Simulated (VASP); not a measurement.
Write the native input for VASP 6.6.1 that does the following.

```yaml
Task: single point
Functional: PBE
Potentials_or_basis: VASP PAW PBE potentials, release 64 (Cd)
Cutoff: 550 eV
k_mesh: 31 × 31 × 14
Occupations: tetrahedron, width 0.1 eV
Spin: no spin polarisation
Tolerance_level: standard
Purpose: density of states
K_density: 12 × 12 × 6
Further_INCAR_settings: ALGO = Normal; EDIFF = 1e-06; NBANDS = 28
```

The system is Cd.

```
CELL_PARAMETERS angstrom
2.97887 0.00000 0.00000
-1.48944 2.57978 0.00000
0.00000 0.00000 5.61765
ATOMIC_POSITIONS crystal
Cd 0.66667 0.33333 0.75000
Cd 0.33333 0.66667 0.25000
```

One way to write it, as run:

POSCAR

```
Cd
1.0
    2.9788700000      0.0000000000      0.0000000000
   -1.4894350000      2.5797770946      0.0000000000
    0.0000000000      0.0000000000      5.6176500000
Cd
2
Direct
    0.6666666667      0.3333333333      0.7500000000
    0.3333333333      0.6666666667      0.2500000000
```

INCAR.step1

```
SYSTEM = Cd
GGA      = PE             ! functional
ISMEAR   = 1              ! smearing method
SIGMA    = 0.1            ! smearing width, eV
LWAVE    = .FALSE.        ! write WAVECAR
LCHARG   = .TRUE.         ! write CHGCAR
NBANDS   = 28             ! bands
PREC     = Accurate       ! precision mode
LASPH    = .TRUE.         ! aspherical terms in the spheres
LREAL    = .FALSE.        ! projectors in reciprocal space
ALGO     = Normal         ! electronic algorithm
EDIFF    = 1E-6           ! SCF threshold, eV
NELM     = 120            ! most SCF steps
GGA_COMPAT= .FALSE.      
ENCUT    = 550            ! plane-wave cutoff, eV
```

KPOINTS.step1

```
k-points
0
Gamma
  12 12 6
```

INCAR.step2

```
SYSTEM = Cd
GGA      = PE             ! functional
ISMEAR   = -5             ! smearing method
LWAVE    = .FALSE.        ! write WAVECAR
LCHARG   = .FALSE.        ! write CHGCAR
NBANDS   = 28             ! bands
PREC     = Accurate       ! precision mode
LASPH    = .TRUE.         ! aspherical terms in the spheres
LREAL    = .FALSE.        ! projectors in reciprocal space
ALGO     = Normal         ! electronic algorithm
EDIFF    = 1E-6           ! SCF threshold, eV
NELM     = 120            ! most SCF steps
GGA_COMPAT= .FALSE.      
ENCUT    = 550            ! plane-wave cutoff, eV
NEDOS    = 4001           ! points of the DOS
LORBIT   = 11             ! projections on sites
EMIN     = -13.9092     
EMAX     = 11.0908      
ICHARG   = 11             ! starting density
```

KPOINTS.step2

```
Automatic mesh
0
Gamma
  31 31 14
  0 0 0
```

Potentials or basis: VASP PAW PBE potentials, release 64 (Cd).

Launch:

```console
$ cat potpaw_PBE.64/Cd/POTCAR > POTCAR
$ cp INCAR.step1 INCAR
$ cp KPOINTS.step1 KPOINTS
$ mpirun -np 1 vasp_std > vasp.out
$ cp INCAR.step2 INCAR
$ cp KPOINTS.step2 KPOINTS
$ mpirun -np 1 vasp_std > vasp.out
```

Results of the run:

| Quantity | Value |
| --- | --- |
| Valence electrons inside the program's atomic spheres | Cd 10.32 |
| Density of states at the Fermi level | 0.22 states/eV/atom |

Wall time 13 min on 1 thread of AMD EPYC 7R43 64-Core Processor (Zen 3), with other jobs on the host, peak memory 0.75 GiB.
